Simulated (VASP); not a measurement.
Set up this calculation in VASP 6.6.1, as the native input.

| Quantity | Value |
| --- | --- |
| Task | single point |
| Functional | PBE |
| Potentials or basis | VASP PAW PBE potentials, release 64 (Si, B, Mo_sv) |
| Cutoff | 520 eV |
| k mesh | 4 × 4 × 4 |
| Occupations | gaussian, width 0.1 eV |
| Spin | no spin polarisation |
| Dipole correction | no |
| Further INCAR settings | ALGO = Normal; EDIFF = 1e-07; NBANDS = 24 |

The structure of SiB4Mo lies in POSCAR:

```
SiB4Mo
1.0
    0.0000000000      3.2903196300      3.2903196300
    3.2903196300      0.0000000000      3.2903196300
    3.2903196300      3.2903196300      0.0000000000
Si B Mo
1 4 1
Direct
    0.2500000000      0.2500000000      0.2500000000
    0.8546502900      0.8546502900      0.8546502900
    0.8546502900      0.8546502900      0.4360491400
    0.8546502900      0.4360491400      0.8546502900
    0.4360491400      0.8546502900      0.8546502900
    0.0000000000      0.0000000000      0.0000000000
```

The cell was generated, and may not be a known phase.

One way to write it, as run:

INCAR

```
SYSTEM = SiB4Mo
  PREC = Accurate
  ENCUT = 520
  EDIFF = 1E-7
  ISMEAR = 0
  SIGMA = 0.1
  LREAL = .FALSE.
  LASPH = .TRUE.
  NELM = 60
  ALGO = Normal
  ISIF = 2
  LWAVE = .FALSE.
  LCHARG = .TRUE.
  GGA = PE
  LELF = .TRUE.
  LVHAR = .TRUE.
  NBANDS = 24
```

KPOINTS

```
Automatic mesh
0
G
  4 4 4
  0 0 0
```

Potentials or basis: VASP PAW PBE potentials, release 64 (Si, B, Mo_sv).

The run is started by

```bash
$ cat potpaw_PBE.64/Si/POTCAR potpaw_PBE.64/B/POTCAR potpaw_PBE.64/Mo_sv/POTCAR > POTCAR
$ mpirun -np 1 vasp_std > vasp.out
```

Results of the run:

```yaml
Pressure: 59.3 GPa
Largest_force: 14.884 eV/Å
Band_gap_on_the_k_mesh: zero (bands 15 and 16 overlap by 0.59 eV)
```

Caveat: the k points lie up to 0.41 Å⁻¹ apart, too coarse for converged energies and pressures of a metal; forces of over 1 eV/Å act on the atoms, so gaps and moduli don't describe the material at rest.

Run time: 17 s on 1 thread of Intel(R) Xeon(R) Platinum 8488C (Sapphire Rapids) (shared host), peak memory 0.2 GiB.
